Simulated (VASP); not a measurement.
# TmI4 (Cmmm) in VASP: further runs

The runs below take TmI4 through single point, with PBE.

Program: VASP 6.6.1. These are calculated values, not measurements. Logs are shortened: lines on timing, memory, paths and dates and some standing lists are left out, and cuts for length are marked.

## 1. The cell of the first run

Symmetry: Cmmm, No. 65, orthorhombic system. Conventional cell: a = 10.699 Å, b = 11.276 Å, c = 4.025 Å, α = 90.00°, β = 90.00°, γ = 90.00°. Tm (site symmetry mmm) has 6 I at 2.98 to 2.99 Å and 2 Tm at 4.03 Å within 4.1 Å. Within 4.4 Å of I (site symmetry m2m) lie 2 Tm at 2.98 Å and 7 I at 4.03 to 4.40 Å. Within 4.3 Å of I (site symmetry 2mm) lie 1 Tm at 2.99 Å and 6 I at 4.03 to 4.23 Å.

The cell was generated, and may not be a known phase.

## 2. Single point, PBE

INCAR

```
SYSTEM = TmI4
ALGO = Normal
EDIFF = 1E-6
ENCUT = 500
GGA = PE
GGA_COMPAT = .FALSE.
ISIF = 2
ISMEAR = 0
LASPH = .TRUE.
LCHARG = .FALSE.
LMAXMIX = 6
LREAL = .FALSE.
LWAVE = .FALSE.
NBANDS = 26
NELM = 200
PREC = Accurate
SIGMA = 0.1
```

KPOINTS

```
k-points
0
G
  4 4 8
  0 0 0
```

POSCAR

```
TmI4
1.0
    5.3494033726     -5.6381342912      0.0000000000
    5.3494033726      5.6381342912      0.0000000000
    0.0000000000      0.0000000000      4.0251599137
Tm I
1 4
Direct
    0.0000000000      0.0000000000      0.0000000000
    0.8049594840      0.1950405160      0.5000000000
    0.1950405160      0.8049594840      0.5000000000
    0.2798298837      0.2798298837      0.0000000000
    0.7201701163      0.7201701163      0.0000000000
```

Potentials or basis: VASP PAW PBE potentials, release 64 (Tm_3, I), 4f in core.

Run with:

```console
cat potpaw_PBE.64/Tm_3/POTCAR potpaw_PBE.64/I/POTCAR > POTCAR
mpirun -np 1 vasp_std > vasp.out
```

OUTCAR:

```text
SYSTEM = TmI4
   EDIFF = 1E-6
   ENCUT = 500
   GGA = PE
   ISIF = 2
   ISMEAR = 0
   LASPH = .TRUE.
   LREAL = .FALSE.
   NELM = 200
   PREC = Accurate

 ion  position               nearest neighbor table
   1  0.000  0.000  0.000-   2 2.98   3 2.98   2 2.98   3 2.98   4 2.99   5 2.99
   2  0.805  0.195  0.500-   1 2.98   1 2.98
   3  0.195  0.805  0.500-   1 2.98   1 2.98
   4  0.280  0.280  0.000-   1 2.99
   5  0.720  0.720  0.000-   1 2.99

  LATTYP: Found a base centered orthorhombic cell.
 ALAT       =    10.6988067452
 B/A-ratio  =     1.0539744152
 C/A-ratio  =     0.3762251258

  Lattice vectors:

 A1 = (   5.3494033726,  -5.6381342912,   0.0000000000)
 A2 = (   5.3494033726,   5.6381342912,   0.0000000000)
 A3 = (   0.0000000000,   0.0000000000,   4.0251599137)

Analysis of symmetry for initial positions (statically):
=====================================================================
 Subroutine PRICEL returns:
 Original cell was already a primitive cell.

 Routine SETGRP: Setting up the symmetry group for a
 base centered orthorhombic supercell.

 Subroutine GETGRP returns: Found  8 space group operations
 (whereof  8 operations were pure point group operations)
 out of a pool of  8 trial point group operations.

The static configuration has the point symmetry D_2h.

Analysis of symmetry for dynamics (positions and initial velocities):
=====================================================================
 Subroutine PRICEL returns:
 Original cell was already a primitive cell.

 Routine SETGRP: Setting up the symmetry group for a
 base centered orthorhombic supercell.

 Subroutine GETGRP returns: Found  8 space group operations
 (whereof  8 operations were pure point group operations)
 out of a pool of  8 trial point group operations.

The dynamic configuration has the point symmetry D_2h.

 Subroutine INISYM returns: Found  8 space group operations
 (whereof  8 operations are pure point group operations),
 and found     1 'primitive' translations

----------------------------------------------------------------------------------------

                                     Primitive cell

  volume of cell :     242.8029

  direct lattice vectors                    reciprocal lattice vectors
     5.349403373 -5.638134291  0.000000000     0.093468367 -0.088681818  0.000000000
     5.349403373  5.638134291  0.000000000     0.093468367  0.088681818  0.000000000
     0.000000000  0.000000000  4.025159914     0.000000000  0.000000000  0.248437335

  length of vectors
     7.772044437  7.772044437  4.025159914     0.128844094  0.128844094  0.248437335

  position of ions in fractional coordinates (direct lattice)
     0.000000000  0.000000000  0.000000000
     0.804959484  0.195040516  0.500000000
     0.195040516  0.804959484  0.500000000
     0.279829884  0.279829884  0.000000000
     0.720170116  0.720170116  0.000000000

  ion indices of the primitive-cell ions
   primitive index   ion index
                 1           1
                 2           2
                 3           3
                 4           4
                 5           5

----------------------------------------------------------------------------------------

 KPOINTS: k-points

Automatic generation of k-mesh.
 Grid dimensions read from file:
 generate k-points for:    4    4    8

 Generating k-lattice:

  Cartesian coordinates                     Fractional coordinates (reciprocal lattice)
     0.023367092 -0.022170455  0.000000000     0.250000000  0.000000000  0.000000000
     0.023367092  0.022170455  0.000000000     0.000000000  0.250000000  0.000000000
     0.000000000  0.000000000  0.031054667     0.000000000  0.000000000  0.125000000

  Length of vectors
     0.032211024  0.032211024  0.031054667

  Shift w.r.t. Gamma in fractional coordinates (k-lattice)
     0.000000000  0.000000000  0.000000000

 Subroutine IBZKPT returns following result:
 ===========================================

 Found     35 irreducible k-points:

 Following reciprocal coordinates:
            Coordinates               Weight
  0.000000  0.000000  0.000000      1.000000
  0.250000  0.000000  0.000000      4.000000
  0.500000  0.000000  0.000000      2.000000
  0.250000  0.250000  0.000000      2.000000
  0.500000  0.250000  0.000000      4.000000
 -0.250000  0.250000  0.000000      2.000000
[... 16 lines left out ...]
  0.250000  0.000000  0.375000      8.000000
  0.500000  0.000000  0.375000      4.000000
 [... further k-points ...]
   k-points           NKPTS =     35   k-points in BZ     NKDIM =     35   number of bands    NBANDS=     26
   number of dos      NEDOS =    301   number of ions     NIONS =      5
   total plane-waves  NPLWV = 108000
   dimension x,y,z NGX =    60 NGY =   60 NGZ =   30
   dimension x,y,z NGXF=   120 NGYF=  120 NGZF=   60
   ions per type =               1   4
   NGX,Y,Z   is equivalent  to a cutoff of  12.83, 12.83, 12.39 a.u.
   NGXF,Y,Z  is equivalent  to a cutoff of  25.67, 25.67, 24.78 a.u.
 SYSTEM =  TmI4
   PREC   = accura    normal or accurate (medium, high low for compatibility)
   ISTART =      0    job   : 0-new  1-cont  2-samecut
   ICHARG =      2    charge: 1-file 2-atom 10-const
   ISPIN  =      1    spin polarized calculation?
   LNONCOLLINEAR =      F non collinear calculations
   LSORBIT =      F    spin-orbit coupling
   LASPH  =      T    aspherical Exc in radial PAW
   ENCUT  =  500.0 eV  36.75 Ry    6.06 a.u.  14.17 14.17  7.34*2*pi/ulx,y,z
   NELM   =    200;   NELMIN=  2; NELMDL= -5     # of ELM steps
   EDIFF  = 0.1E-05   stopping-criterion for ELM
   LREAL  =      F    real-space projection
   EDIFFG = 0.1E-04   stopping-criterion for IOM
   NSW    =      0    number of steps for IOM
   IBRION =     -1    ionic relax: 0-MD 1-quasi-New 2-CG
   NFREE  =      0    steps in history (QN), initial steepest desc. (CG)
   ISIF   =      2    stress and relaxation
   ISYM   =      2    0-nonsym 1-usesym 2-fastsym
   POTIM  = 0.5000    time-step for ionic-motion
   TEBEG  =    0.0;   TEEND  =   0.0 temperature during run
   PSTRESS=    0.0 pullay stress
   NELECT =      37.0000    total number of electrons
   NUPDOWN=      -1.0000    fix difference up-down
   EMIN   =  10.00;   EMAX   =-10.00  energy-range for DOS
   EFERMI =   0.00;   METHOD = LEGACY
   ISMEAR =     0;   SIGMA  =   0.10  broadening in eV -4-tet -1-fermi 0-gaus
   EFERMI_NEDOS =   21; number of points for ismear=-14 and -15
   IALGO  =     38    algorithm
   IMIX   =      4    mixing-type and parameters
     AMIX     =   0.40;   BMIX     =  1.00
     AMIX_MAG =   1.60;   BMIX_MAG =  1.00
  volume/ion in A,a.u.               =      48.56       327.70
  Fermi-wavevector in a.u.,A,eV,Ry     =   0.874428  1.652430 10.403348  0.764625
  Thomas-Fermi vector in A             =   1.993958
   LORBIT       =      0    0 simple, 1 ext, 2 COOP (PROOUT), +10 PAW based schemes
   GGA     = PE    functional components
   LHFCALC =     F    Hartree Fock is set to
   AEXX    =    0.0000 exact exchange contribution
   IVDW    =     0    specifies the selected vdW correction
   LEPSILON=     F    determine dielectric tensor
   LRPA    =     F    only Hartree local field effects (RPA)
 non-spin polarized calculation
 Gauss-broadening in eV      SIGMA  =   0.10
  energy-cutoff  :      500.00
  volume of cell :      242.80
 maximum number of plane-waves:      6214
 NGX is ok and might be reduce to    60
   NGX = 29   NGY = 29   NGZ = 15

 number of electron      37.0000008 magnetization

 Free energy of the ion-electron system (eV)
  ---------------------------------------------------
  ext. energy  EPLUGINS =         0.00000000
  ---------------------------------------------------
  free energy    TOTEN  =       -15.37331251 eV

  energy without entropy =      -15.34046259  energy(sigma->0) =      -15.35688755

 E-fermi :   0.4546     XC(G=0):  -7.3080

 val. band max:        0.4466972009   @ k =   0.2500   0.0000   0.0000
 cond. band min:       0.4574583991   @ k =   0.5000   0.2500   0.1250
 fundamental gap:      0.0107611982
 Fermi energy:         0.4545926319

 k-point     1 :       0.0000    0.0000    0.0000
  band No.  band energies     occupation
      1     -24.3777      2.00000
      2     -24.3682      2.00000
      3     -24.3319      2.00000
      4     -11.3199      2.00000
      5     -10.9237      2.00000
      6     -10.6316      2.00000
[... 18 lines left out ...]
     25       5.8589      0.00000
     26       6.6168      0.00000

 k-point     2 :       0.2500    0.0000    0.0000
  band No.  band energies     occupation
      1     -24.3777      2.00000
      2     -24.3682      2.00000
      3     -24.3319      2.00000
      4     -11.3011      2.00000
      5     -10.9316      2.00000
      6     -10.6377      2.00000
[... 18 lines left out ...]
     25       5.9834      0.00000
     26       6.4393      0.00000

 k-point     3 :       0.5000    0.0000    0.0000
  band No.  band energies     occupation
      1     -24.3777      2.00000
      2     -24.3682      2.00000
      3     -24.3319      2.00000
      4     -11.2802      2.00000
      5     -10.9420      2.00000
      6     -10.6468      2.00000
[... 18 lines left out ...]
     25       6.4923      0.00000
     26       6.5371      0.00000

 k-point     4 :       0.2500    0.2500    0.0000
  band No.  band energies     occupation
      1     -24.3777      2.00000
      2     -24.3682      2.00000
      3     -24.3319      2.00000
      4     -11.2843      2.00000
      5     -10.9300      2.00000
      6     -10.6662      2.00000
[... 18 lines left out ...]
     25       6.3679      0.00000
     26       6.4862      0.00000
[... 496 lines left out ...]
      1     -24.4408      2.00000
      2     -24.3607      2.00000
      3     -24.3265      2.00000
      4     -10.8639      2.00000
      5     -10.8557      2.00000
      6     -10.4999      2.00000
[... 18 lines left out ...]
     25       6.3136      0.00000
     26       7.4638      0.00000

 k-point    23 :       0.2500    0.0000    0.3750
  band No.  band energies     occupation
      1     -24.4408      2.00000
      2     -24.3607      2.00000
      3     -24.3265      2.00000
      4     -10.8630      2.00000
      5     -10.8506      2.00000
      6     -10.4948      2.00000
[... 18 lines left out ...]
     25       6.5504      0.00000
     26       7.2296      0.00000

 k-point    24 :       0.5000    0.0000    0.3750
  band No.  band energies     occupation
      1     -24.4408      2.00000
      2     -24.3607      2.00000
      3     -24.3265      2.00000
      4     -10.8619      2.00000
      5     -10.8456      2.00000
      6     -10.4868      2.00000
[... 18 lines left out ...]
     25       6.7252      0.00000
     26       7.2475      0.00000

 [... further k-points ...]
[... 5 lines left out ...]
  --------------------------------------------------------------------------------------
  -------------------------------------------------------------------------------------
  Total        0.1558600      0.1683113      0.1042795      0.0000000      0.0000000      0.0000000
  in kB        1.0284692      1.1106314      0.6881066      0.0000000      0.0000000      0.0000000
  external PRESSURE =       0.9424024 kB  Pullay stress =       0.0000000 kB

 VOLUME and BASIS-vectors are now :
 -----------------------------------------------------------------------------
  energy-cutoff  :      500.00
  volume of cell :      242.80
      direct lattice vectors                 reciprocal lattice vectors
     5.349403373 -5.638134291  0.000000000     0.093468367 -0.088681818  0.000000000
     5.349403373  5.638134291  0.000000000     0.093468367  0.088681818  0.000000000
     0.000000000  0.000000000  4.025159914     0.000000000  0.000000000  0.248437335

 POSITION                                       TOTAL-FORCE (eV/Angst)
 -----------------------------------------------------------------------------------
      0.00000      0.00000      0.00000         0.000000      0.000000     -0.000000
      5.34940     -3.43881      2.01258         0.000000      0.032107     -0.000000
      5.34940      3.43881      2.01258         0.000000     -0.032107      0.000000
      2.99385      0.00000      0.00000         0.023579      0.000000     -0.000000
      7.70496      0.00000      0.00000        -0.023579      0.000000     -0.000000
 -----------------------------------------------------------------------------------
    total drift:                               -0.000000     -0.000000      0.000000

  FREE ENERGIE OF THE ION-ELECTRON SYSTEM (eV)
  ---------------------------------------------------
  free  energy   TOTEN  =       -15.3733125085 eV

  energy  without entropy=      -15.3404625949  energy(sigma->0) =      -15.35688755
```

Run time: 2.1 min. Hardware: 1 thread of AMD EPYC 9R45 (Zen 5), shared host; peak memory 0.39 GiB.

What came out:

```yaml
Free_energy: -15.3733 eV
Pressure: 0.1 GPa
Largest_force: 0.032 eV/Å
Band_gap_on_the_k_mesh: zero (an odd number of electrons rules out a gap without spin polarisation)
```

Forces in eV/Å, atoms in the order of the input:
```
Tm   0.000  0.000  0.000
I    0.000  0.032  0.000
I    0.000 -0.032  0.000
I    0.024  0.000  0.000
I   -0.024  0.000  0.000
```

Caveat: spin-orbit coupling is left out, which moves the levels of the heavy elements; this functional lacks dispersion, which binds layers or chains, so the pressure and a relaxed spacing across them are unreliable; the 4f electrons are frozen in the core, so they carry no moment and show no levels; an odd number of electrons without spin polarisation forces a metal; a magnetic or distorted state may lie lower; the run has no spin polarisation, though such a crystal can be magnetic. Spin polarisation is off, so any magnetic state and its effect on volume and gap are missing.

## 3. Single point, PBE

This run uses another cell than the first one, of 48.73 Å³/atom.

INCAR

```
SYSTEM = TmI4
  ALGO = Normal
  EDIFF = 1E-6
  ENCUT = 500
  GGA = PE
  GGA_COMPAT = .False.
  ISIF = 2
  ISMEAR = 0
  LASPH = .True.
  LCHARG = .True.
  LELF = .True.
  LMAXMIX = 6
  LREAL = .False.
  LVHAR = .True.
  LWAVE = .False.
  NBANDS = 26
  NELM = 200
  PREC = Accurate
  SIGMA = 0.1
```

KPOINTS

```
k-points
0
Gamma
  4 4 8
  0 0 0
```

POSCAR

```
TmI4
1.0
    5.3434335203     -5.6712057549      0.0000000000
    5.3434335203      5.6712057549      0.0000000000
    0.0000000000      0.0000000000      4.0198494793
Tm I
1 4
Direct
    0.0000000000      0.0000000000      0.0000000000
    0.8059812546      0.1940187454      0.5000000000
    0.1940187454      0.8059812546      0.5000000000
    0.2803069305      0.2803069305      0.0000000000
    0.7196930695      0.7196930695      0.0000000000
```

Potentials or basis: VASP PAW PBE potentials, release 64 (Tm_3, I), 4f in core.

Run with:

```console
cat potpaw_PBE.64/Tm_3/POTCAR potpaw_PBE.64/I/POTCAR > POTCAR
mpirun -np 1 vasp_std > vasp.out
```

Run time: 2.1 min. Hardware: 1 thread of AMD EPYC 9R45 (Zen 5), shared host; peak memory 0.39 GiB.

The run converged. Its results:

- Free energy: -15.3734 eV
- Pressure: 0.1 GPa
- Largest force: 0.033 eV/Å
- Band gap on the k mesh: zero (an odd number of electrons rules out a gap without spin polarisation)

Forces in eV/Å, atoms in the order of the input:
```
Tm   0.000  0.000  0.000
I    0.000  0.033  0.000
I    0.000 -0.033  0.000
I    0.022  0.000  0.000
I   -0.022  0.000  0.000
```

Levels at points of the mesh, in eV from the Fermi level:
| k point | band 16 | band 17 | band 18 | band 19 | band 20 | band 21 | band 22 | band 23 |
| --- | --- | --- | --- | --- | --- | --- | --- | --- |
| (0.00, 0.00, 0.00) | -0.18 | 0.11 | 0.14 | 0.40 | 2.37 | 4.02 | 4.30 | 4.56 |
| (0.50, 0.00, 0.00) | -0.26 | -0.18 | 0.11 | 0.37 | 2.38 | 4.11 | 4.29 | 5.33 |
| (0.50, 0.50, 0.00) | -0.44 | -0.39 | 0.13 | 0.30 | 2.37 | 4.31 | 4.45 | 4.79 |
| (0.00, 0.00, 0.50) | -0.77 | -0.75 | -0.68 | -0.41 | 3.56 | 3.60 | 4.93 | 5.22 |
| (0.50, 0.00, 0.50) | -0.72 | -0.66 | -0.59 | -0.33 | 3.31 | 3.45 | 5.09 | 5.38 |
| (0.50, 0.50, 0.50) | -0.66 | -0.53 | -0.45 | -0.28 | 3.22 | 3.42 | 5.00 | 5.19 |

Caveat: spin-orbit coupling is left out, which moves the levels of the heavy elements; this functional lacks dispersion, which binds layers or chains, so the pressure and a relaxed spacing across them are unreliable; the 4f electrons are frozen in the core, so they carry no moment and show no levels; an odd number of electrons without spin polarisation forces a metal; a magnetic or distorted state may lie lower; the run has no spin polarisation, though such a crystal can be magnetic. Spin polarisation is off, so any magnetic state and its effect on volume and gap are missing.

[end of part 1 of 2]

The gap in the log of VASP goes by the Fermi energy; the results here count the filled bands.